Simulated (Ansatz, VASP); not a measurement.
Two plane-wave programs on Fe

INCAR

```
SYSTEM = Fe
PREC = Accurate
ENCUT = 520
EDIFF = 1E-6
ISMEAR = -1
SIGMA = 0.15
LREAL = .FALSE.
LASPH = .TRUE.
NELM = 150
ALGO = Normal
ISIF = 2
LWAVE = .FALSE.
LCHARG = .FALSE.
ISPIN = 2
MAGMOM = 2.4
LORBIT = 11
LMAXMIX = 4
GGA = PE
IVDW = 13
NBANDS = 14
```

The input KPOINTS:

```
Automatic mesh
0
G
  11 11 11
  0 0 0
```

File POSCAR:

```
Fe
1.0
   -0.0128625000      1.7150000000      1.7150000000
    1.7150000000     -0.0128625000      1.7150000000
    1.7021375000      1.7021375000      0.0000000000
Fe
1
Direct
    0.0000000000      0.0000000000      0.0000000000
```

Input for Ansatz:

```yaml
crystal:
  lattice:
    - [-0.0128625, 1.715, 1.715]
    - [1.715, -0.0128625, 1.715]
    - [1.7021375, 1.7021375, 0.0]
  atoms:
    - { symbol: Fe, position: [0.0, 0.0, 0.0], spin: 2.4 }
basis:
  ecutwfc: 520.0
kpoints:
  mp_grid:
    grid: [11, 11, 11]
hamiltonian:
  xc: pbe
  dispersion: d4
magnetization:
  spin_polarized: true
scf:
  occupations:
    method: fermi_dirac
    width: 0.15
output:
  stress: true
```

Alike in both runs: task single point; functional PBE; dispersion D4; k mesh 11 × 11 × 11; occupations fermi-dirac, width 0.15 eV; collinear spin.

```csv
,VASP,Ansatz
version,VASP 6.6.1,Ansatz 0.2.0
potentials or method,"VASP PAW PBE potentials, release 64 (Fe), cutoff 520 eV","plane waves, PAW"
valence electrons in the cell,8,16
```

|  | VASP | Ansatz | Ansatz less VASP |
| --- | --- | --- | --- |
| pressure (GPa) | 2.7 | 2.8 | +0.10 |
| traceless stress, the component that is largest in VASP (GPa) | 3.35 | 3.54 | +0.186 |
| net moment per atom (μB) | 0.59 | 0.53 | -0.062 |
| size of the moment on the site where the two differ most (μB) | 0.59 | 0.54 | -0.051 |

Site moments also hang on the region over which each program counts them. VASP's potentials hold 8 valence electrons a cell and Ansatz's 16, so a difference there can come from the potentials and not from the codes.
